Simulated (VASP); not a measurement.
Set up this calculation in VASP 6.6.1, as the native input.

* Task: single point
* Functional: PBE
* Potentials or basis: VASP PAW PBE potentials, release 64 (Mg, Te)
* Cutoff: 600 eV
* k mesh: 5 × 5 × 3
* Occupations: fermi-dirac, width 0.15 eV
* Spin: no spin polarisation
* Dipole correction: no
* Further INCAR settings: ALGO = Normal; EDIFF = 1e-06; NBANDS = 16

The structure of MgTe lies in POSCAR:

```
MgTe
1.0
    4.5200000000      0.0000000000      0.0000000000
   -2.2600000000      3.9144300000      0.0000000000
    0.0000000000      0.0000000000      7.3300000000
Mg Te
2 2
Direct
    0.3333333333      0.6666666667      0.0000000000
    0.6666666667      0.3333333333      0.5000000000
    0.3333333333      0.6666666667      0.3850000000
    0.6666666667      0.3333333333      0.8850000000
```

The input as run:

INCAR

```
SYSTEM = MgTe
ALGO = Normal
EDIFF = 1E-6
ENCUT = 600
GGA = PE
GGA_COMPAT = .False.
ISIF = 2
ISMEAR = -1
LASPH = .True.
LCHARG = .True.
LELF = .True.
LREAL = .False.
LVHAR = .True.
LWAVE = .False.
NBANDS = 16
NELM = 120
PREC = Accurate
SIGMA = 0.15
```

KPOINTS

```
k-points
0
Gamma
  5 5 3
  0 0 0
```

Potentials or basis: VASP PAW PBE potentials, release 64 (Mg, Te).

The run is started by

```sh
$ cat potpaw_PBE.64/Mg/POTCAR potpaw_PBE.64/Te/POTCAR > POTCAR
$ mpirun -np 1 vasp_std > vasp.out
```

Results of the run:

| Property | Result |
| --- | --- |
| Pressure | 2.4 GPa |
| Largest force | 0.235 eV/Å |
| Band gap on the k mesh | 2.55 eV, direct |

Caveat: spin-orbit coupling is left out, which moves the levels of the heavy elements.

Run time: 17 s on 1 thread of AMD EPYC 9R45 96-Core Processor (Zen 5), with other jobs on the host, peak memory 0.23 GiB.
